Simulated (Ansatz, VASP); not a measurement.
**Ir in VASP and in Ansatz**

```xyz
1
Lattice="0.0000 1.9222 1.9222 1.9222 0.0000 1.9222 1.9222 1.9222 0.0000" Properties=species:S:1:pos:R:3 pbc="T T T"
Ir    0.0000    0.0000    0.0000
```

Alike in both runs: task single point; functional r2SCAN; k mesh 18 × 18 × 18; occupations gaussian, width 0.05 eV; no spin polarisation.

|  | VASP | Ansatz |
| --- | --- | --- |
| version | VASP 6.6.1 | Ansatz 0.2.0 |
| potentials or method | VASP PAW PBE potentials, release 64 (Ir_sv_GW), cutoff 620 eV | scalar-relativistic, plane waves, PAW |
| valence electrons in the cell | 17 | 17 |

```tsv
	VASP	Ansatz	Ansatz less VASP
pressure (GPa)	-1.0	-0.1	+0.93
```

VASP's potentials were made for PBE, not for r2SCAN.

Neither program's run includes spin-orbit coupling.
